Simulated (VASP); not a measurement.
The system is Be2H3.

```
Be H
1.0
     5.33539    0.00000    0.00000
     0.00000    5.33539    0.00000
     0.00000    0.00000    2.71701
Be H
4 6
Direct
  0.29657 0.00000 0.50000
  0.70343 0.00000 0.50000
  0.00000 0.29657 0.50000
  0.00000 0.70343 0.50000
  0.00000 0.50000 0.00000
  0.50000 0.00000 0.00000
  0.80382 0.50000 0.00000
  0.19618 0.50000 0.00000
  0.50000 0.80382 0.00000
  0.50000 0.19618 0.00000
```

- Program: VASP 6.6.1
- Task: relaxation of cell and atoms
- Functional: PBE
- Potentials or basis: VASP PAW PBE potentials, release 64 (Be, H)
- Cutoff: 600 eV
- k mesh: 8 × 8 × 14
- Occupations: gaussian, width 0.1 eV
- Spin: no spin polarisation

At the start: pressure -0.1 GPa; volume 7.73 Å³/atom.

**Question.** How do energy, volume and symmetry change on relaxing?

**Answer.** Over 17 steps the energy falls by 24.3 meV/atom and the volume is 7.72 Å³/atom (-0.2 %); space group P4/mmm (No. 123, to 0.05 Å).

The path:
| step | energy change (eV) | largest force (eV/Å) | pressure (GPa) | volume (Å³) |
| --- | --- | --- | --- | --- |
| 1 | 0.0000 | 0.3058 | -0.06 | 77.34 |
| 2 | -0.0294 | 0.1505 | -0.38 | 77.31 |
| 3 | -0.0507 | 0.0922 | -0.70 | 77.26 |
| 4 | -0.0681 | 0.3111 | -1.13 | 77.14 |
| 5 | -0.0906 | 0.2873 | -0.96 | 76.85 |
| 6 | -0.1496 | 0.2209 | -0.37 | 75.94 |
| 7 | -0.1973 | 0.1235 | 1.26 | 73.92 |
| 8 | 0.0507 | 0.5771 | 7.63 | 68.99 |
| 9 | -0.2046 | 0.1077 | 2.28 | 72.95 |
| 10 | -0.2244 | 0.1171 | 1.53 | 74.19 |
| 11 | -0.2303 | 0.1198 | 1.01 | 75.17 |
| 12 | -0.2306 | 0.1194 | 0.87 | 75.44 |
| 13 | -0.2407 | 0.0216 | 0.55 | 76.28 |
| 14 | -0.2421 | 0.0526 | 0.39 | 76.74 |
| 15 | -0.2431 | 0.0122 | -0.12 | 77.27 |
| 16 | -0.2431 | 0.0144 | -0.05 | 77.20 |
| 17 | -0.2432 | 0.0060 | -0.03 | 77.16 |

Final structure:
```
Be H
1.0
     5.77194    0.00000    0.00000
     0.00000    5.77194    0.00000
     0.00000    0.00000    2.31615
Be H
4 6
Direct
  0.27496 0.00000 0.50000
  0.72504 0.00000 0.50000
  0.00000 0.27496 0.50000
  0.00000 0.72504 0.50000
  0.00000 0.50000 0.00000
  0.50000 0.00000 0.00000
  0.81656 0.50000 0.00000
  0.18344 0.50000 0.00000
  0.50000 0.81656 0.00000
  0.50000 0.18344 0.00000
```
